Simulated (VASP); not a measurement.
Here is a VASP 6.6.1 calculation.

File POSCAR:

```
Zn
1.0
    0.0000000000      1.9656924891      1.9656924891
    1.9656924891      0.0000000000      1.9656924891
    1.9656924891      1.9656924891      0.0000000000
Zn
1
Direct
    0.0000000000      0.0000000000      0.0000000000
```

Contents of INCAR.step1:

```
SYSTEM = Zn
PREC = Accurate
ENCUT = 520
EDIFF = 1E-5
ISMEAR = -1
SIGMA = 0.1
LREAL = .FALSE.
LASPH = .TRUE.
NELM = 60
ALGO = Normal
ISIF = 2
LWAVE = .TRUE.
LCHARG = .FALSE.
GGA = PE
NBANDS = 12
```

The input INCAR.step2:

```
SYSTEM = Zn
PREC = Accurate
ENCUT = 520
EDIFF = 1E-6
ISMEAR = -1
SIGMA = 0.1
LREAL = .FALSE.
LASPH = .TRUE.
NELM = 60
ALGO = Normal
ISIF = 2
LWAVE = .FALSE.
LCHARG = .FALSE.
GGA = PE
LHFCALC = .TRUE.
HFSCREEN = 0.2079
PRECFOCK = Normal
ISTART = 1
NBANDS = 12
```

Contents of KPOINTS:

```
Automatic mesh
0
G
  7 7 7
  0 0 0
```

Potentials or basis: VASP PAW PBE potentials, release 64 (Zn).

The run is started by

```sh
$ cat potpaw_PBE.64/Zn/POTCAR > POTCAR
$ cp INCAR.step1 INCAR
$ mpirun -np 1 vasp_std > vasp.out
$ cp INCAR.step2 INCAR
$ mpirun -np 1 vasp_std > vasp.out
```

Problem. What does it give for the pressure?

Solution. -0.4 GPa.

Problem. What does it give for the band gap on the k mesh?

Solution. Zero (bands 6 and 7 overlap by 1.81 eV).

Caveat: the k points lie up to 0.40 Å⁻¹ apart, too coarse for converged energies and pressures of a metal; the PAW data sets were made with another functional, which shifts forces and pressure a little.
